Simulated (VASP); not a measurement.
A run of VASP 6.6.1 is set up as follows.

File INCAR:

```
PREC     = Accurate       # precision mode
ENCUT    = 400            # plane-wave cutoff, eV
EDIFF    = 1E-6           # SCF threshold, eV
ISMEAR   = 0              # smearing method
SIGMA    = 0.05           # smearing width, eV
LREAL    = F              # projectors in reciprocal space
LASPH    = T              # aspherical terms in the spheres
NELM     = 120            # most SCF steps
ALGO     = Normal         # electronic algorithm
ISIF     = 2              # what is computed and relaxed
LWAVE    = F              # write WAVECAR
LCHARG   = F              # write CHGCAR
LDIPOL   = T            
IDIPOL   = 3            
DIPOL    = 0.5 0.5 0.516
GGA      = PS             # functional
NBANDS   = 23             # bands
GGA_COMPAT= F            
NELMDL   = -8
```

Contents of KPOINTS:

```
Automatic mesh
0
Gamma
  9 9 1
```

Contents of POSCAR:

```
Al3As3H2
1.0
    4.0125456551      0.0000000000      0.0000000000
   -2.0062728276      3.4749664712      0.0000000000
    0.0000000000      0.0000000000     26.3715170685
As Al H
3 3 2
Direct
    0.0000000000      0.0000000000      0.3223174449
    0.3333333333      0.6666666667      0.4465510944
    0.6728467479      0.3388587719      0.5718875569
    0.3333333333      0.6666666667      0.3533758573
    0.6663528332      0.3326693971      0.4753171028
    0.0068242610      0.0064106050      0.5983906634
    0.3165529897      0.8050046742      0.6784578286
    0.5130806976      0.8106666109      0.6783435527
```

Potentials or basis: VASP PAW PBE potentials, release 64 (As, Al, H).

Command:

```sh
$ cat potpaw_PBE.64/As/POTCAR potpaw_PBE.64/Al/POTCAR potpaw_PBE.64/H/POTCAR > POTCAR
$ mpirun -np 1 vasp_std > vasp.out
```

(1) Predict the band gap on the k mesh.

(2) What does it give for the largest force?

## Answers

(1) zero (bands 13 and 14 overlap by 0.23 eV).

(2) 0.505 eV/Å.

Caveat: the PAW data sets were made with another functional, which shifts forces and pressure a little.
